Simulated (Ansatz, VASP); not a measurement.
**Two plane-wave programs on MoSe2**

```
CELL_PARAMETERS angstrom
3.27670 0.00000 0.00000
-1.63835 2.83771 0.00000
0.00000 0.00000 12.73152
ATOMIC_POSITIONS crystal
Mo 0.33333 0.66667 0.25000
Mo 0.66667 0.33333 0.75000
Se 0.33333 0.66667 0.61849
Se 0.66667 0.33333 0.11849
Se 0.33333 0.66667 0.88151
Se 0.66667 0.33333 0.38151
```

Alike in both runs: functional PBE; dispersion D3(BJ); k mesh 9 × 9 × 2; occupations gaussian, width 0.02 eV; no spin polarisation.

Ansatz relaxed the structure, and its values are those at the end. VASP's run is a single point on that final structure, the one shown.

|  | VASP | Ansatz |
| --- | --- | --- |
| version | VASP 6.6.1 | Ansatz 0.2.0 |
| potentials or method | VASP PAW PBE potentials, release 64 (Mo_sv, Se), cutoff 500 eV | scalar-relativistic, plane waves, PAW |
| valence electrons in the cell | 52 | 92 |

Ansatz gave:

| Item | Value |
| --- | --- |
| gap on the k mesh at the Fermi level (eV) | 0.85 |
| least direct gap on the mesh (eV) | 1.46 |
| pressure (GPa) | 0.0 |
| rms of the force components (eV/Å) | 0.001 |

Q: What did VASP give for the same quantities?

A: gap on the k mesh at the Fermi level (eV): 0.85; least direct gap on the mesh (eV): 1.46; pressure (GPa): 0.3; rms of the force components (eV/Å): 0.016.

VASP's potentials hold 52 valence electrons a cell and Ansatz's 92, so a difference there can come from the potentials and not from the codes.
